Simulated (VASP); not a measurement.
Crystal: YRh2.

```
CELL_PARAMETERS angstrom
0.00000 3.77314 3.77314
3.77314 0.00000 3.77314
3.77314 3.77314 0.00000
ATOMIC_POSITIONS crystal
Y 0.00000 0.00000 0.00000
Y 0.25000 0.25000 0.25000
Rh 0.62500 0.62500 0.62500
Rh 0.12500 0.62500 0.62500
Rh 0.62500 0.62500 0.12500
Rh 0.62500 0.12500 0.62500
```

- Program: VASP 6.6.1
- Task: relaxation of cell and atoms
- Functional: LDA
- Potentials or basis: VASP PAW LDA potentials, release 64 (Y_sv, Rh_pv)
- Cutoff: 600 eV
- k mesh: 8 × 8 × 8
- Occupations: gaussian, width 0.1 eV
- Spin: no spin polarisation

At the start: pressure -10.4 GPa; volume 17.91 Å³/atom.

Where does the relaxation end?

Over 4 steps the energy falls by 38.3 meV/atom and the volume is 16.79 Å³/atom (-6.2 %); space group Fd-3m (No. 227, to 0.1 Å) before and after.

Step by step:
```csv
step,energy change (eV),largest force (eV/Å),pressure (GPa),volume (Å³)
1,0.0000,0.0000,-10.36,107.43
2,0.5234,0.0000,25.85,90.41
3,-0.2298,0.0000,-0.40,100.94
4,-0.2300,0.0000,-0.05,100.76
```

Final structure:
```
Y Rh
1.0
     0.00000    3.69334    3.69334
     3.69334    0.00000    3.69334
     3.69334    3.69334    0.00000
Y Rh
2 4
Cartesian
  0.0000 0.0000 0.0000
  1.8467 1.8467 1.8467
  4.6167 4.6167 4.6167
  4.6167 2.7700 2.7700
  2.7700 2.7700 4.6167
  2.7700 4.6167 2.7700
```
